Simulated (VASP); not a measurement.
Input of a VASP 6.6.1 run:

INCAR

```
  PREC = Accurate
  ENCUT = 520
  EDIFF = 1E-6
  ISMEAR = -1
  SIGMA = 0.05
  LREAL = F
  LASPH = T
  NELM = 60
  ALGO = Normal
  ISIF = 2
  LWAVE = F
  LCHARG = F
  GGA = PE
  NBANDS = 22
```

File KPOINTS:

```
Automatic mesh
0
Gamma
  5 5 5
```

The input POSCAR:

```
NaMg6Sb
1.0
    5.3419609699      0.0000000000      0.0000000000
    0.0000000000      3.2186392415      5.7930210562
    0.0000000000     -3.2186392415      5.7930210562
Sb Mg Na
1 6 1
Direct
    0.0000000000      0.6657290000      0.6657290000
    0.5000000000      0.8362990000      0.8362990000
    0.5000000000      0.3357240000      0.3357240000
    0.5000000000      0.3305960000      0.8318680000
    0.5000000000      0.8318680000      0.3305960000
    0.0000000000      0.1680800000      0.6645300000
    0.0000000000      0.6645300000      0.1680800000
    0.0000000000      0.1671700000      0.1671700000
```

Potentials or basis: VASP PAW PBE potentials, release 64 (Sb, Mg, Na_pv).

Command:

```sh
$ cat potpaw_PBE.64/Sb/POTCAR potpaw_PBE.64/Mg/POTCAR potpaw_PBE.64/Na_pv/POTCAR > POTCAR
$ mpirun -np 1 vasp_std > vasp.out
```

Problem. Predict the band gap on the k mesh.

Solution. Zero (bands 12 and 13 overlap by 0.78 eV).

Problem. Predict the largest force.

Solution. 0.141 eV/Å.

Problem. Estimate the pressure.

Solution. -1.4 GPa.

Forces on the atoms (eV/Å):
```
Sb   0.000  0.000 -0.065
Mg   0.000  0.000  0.141
Mg   0.000  0.000  0.027
Mg   0.000 -0.077 -0.075
Mg   0.000  0.077 -0.075
Mg   0.000 -0.008  0.012
Mg   0.000  0.008  0.012
Na   0.000  0.000  0.022
```

Caveat: spin-orbit coupling is left out, which moves the levels of the heavy elements.
